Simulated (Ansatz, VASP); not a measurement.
# As7Ir in VASP and in Ansatz

INCAR

```
SYSTEM = As7Ir
PREC     = Accurate       ! precision mode
ENCUT    = 520            ! plane-wave cutoff, eV
EDIFF    = 1E-6           ! SCF threshold, eV
ISMEAR   = 0              ! smearing method
SIGMA    = 0.1            ! smearing width, eV
LREAL    = .FALSE.        ! projectors in reciprocal space
LASPH    = .TRUE.         ! aspherical terms in the spheres
NELM     = 80             ! most SCF steps
ALGO     = Normal         ! electronic algorithm
ISIF     = 2              ! what is computed and relaxed
LWAVE    = .FALSE.        ! write WAVECAR
LCHARG   = .FALSE.        ! write CHGCAR
GGA      = PE             ! functional
NBANDS   = 32             ! bands
```

File KPOINTS:

```
Automatic mesh
0
G
  3 3 2
  0 0 0
```

Contents of POSCAR:

```
As7Ir
1.0
    7.2654368500      0.0000000000      0.0000000000
   -3.6327184300      6.2920528800      0.0000000000
    0.0000000000      0.0000000000      8.4189508500
As Ir
7 1
Direct
    0.4092265400      0.0000000000      0.0000000000
    0.0000000000      0.4092265400      0.0000000000
    0.5907734600      0.5907734600      0.0000000000
    0.5907734600      0.0000000000      0.0000000000
    0.0000000000      0.5907734600      0.0000000000
    0.4092265400      0.4092265400      0.0000000000
    0.0000000000      0.0000000000      0.0000000000
    0.0000000000      0.0000000000      0.5000000000
```

Input for Ansatz:

```yaml
crystal:
  lattice:
    - [7.26543685, 0.0, 0.0]
    - [-3.63271843, 6.29205288, 0.0]
    - [0.0, 0.0, 8.41895085]
  atoms:
    - { symbol: As, position: [0.40922654, 0.0, 0.0] }
    - { symbol: As, position: [0.0, 0.40922654, 0.0] }
    - { symbol: As, position: [0.59077346, 0.59077346, 0.0] }
    - { symbol: As, position: [0.59077346, 0.0, 0.0] }
    - { symbol: As, position: [0.0, 0.59077346, 0.0] }
    - { symbol: As, position: [0.40922654, 0.40922654, 0.0] }
    - { symbol: As, position: [0.0, 0.0, 0.0] }
    - { symbol: Ir, position: [0.0, 0.0, 0.5] }
basis:
  ecutwfc: 420
kpoints:
  mp_grid: { grid: [3, 3, 2] }
hamiltonian:
  xc: pbe
scf:
  occupations: { method: gaussian, width: 0.1 }
  lower_state_search: "off"
output:
  forces: true
  stress: true
  eigenvalues: true
```

Alike in both runs: task single point; functional PBE; k mesh 3 × 3 × 2; occupations gaussian, width 0.1 eV; no spin polarisation.

```csv
,VASP,Ansatz
version,VASP 6.6.1,Ansatz 0.2.0
potentials or method,"VASP PAW PBE potentials, release 64 (As, Ir), cutoff 520 eV","scalar-relativistic, plane waves, PAW"
valence electrons in the cell,44,122
```

```csv
,VASP,Ansatz,Ansatz less VASP
gap on the k mesh at the Fermi level (eV),none,none,-
rms of the force components (eV/Å),68.971,76.635,+7.6639
```

Atom by atom the forces differ by 7.664 eV/Å (rms over components). A gap of «none» marks a metal or a gap that the smearing closes. With one functional, cell and mesh, what is left measures potentials, basis and numerics. VASP's potentials hold 44 valence electrons a cell and Ansatz's 122, so a difference there can come from the potentials and not from the codes.

The k mesh is coarse, so the values compare programs but aren't converged. Spin-orbit coupling is off throughout.
